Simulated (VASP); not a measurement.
A run of VASP 6.6.1 is set up as follows.

File INCAR:

```
SYSTEM = Al
  PREC = Accurate
  ENCUT = 600
  EDIFF = 1E-7
  ISMEAR = -1
  SIGMA = 0.05
  LREAL = .False.
  LASPH = .True.
  NELM = 100
  ALGO = Normal
  ISIF = 3
  LWAVE = .False.
  LCHARG = .False.
  GGA = PE
  IBRION = 2
  NSW = 60
  EDIFFG = -0.005
  PSTRESS = 1100.0
```

KPOINTS

```
Automatic mesh
0
Gamma
  19 19 19
  0 0 0
```

POSCAR

```
Al
1.0
    0.0000000000      1.7159226025      1.7159226025
    1.7159226025      0.0000000000      1.7159226025
    1.7159226025      1.7159226025      0.0000000000
Al
1
Direct
    0.0000000000      0.0000000000      0.0000000000
```

Potentials or basis: VASP PAW PBE potentials, release 64 (Al).

Launch:

```sh
$ cat potpaw_PBE.64/Al/POTCAR > POTCAR
$ mpirun -np 1 vasp_std > vasp.out
```

(1) Estimate the relaxed volume.

(2) Predict the space group after relaxing (to 0.05 Å).

Answers

(1) 10.10 Å³/atom.

(2) Fm-3m (No. 225).

Caveat: the cell is relaxed towards a set pressure, so the enthalpy falls and the energy may rise.
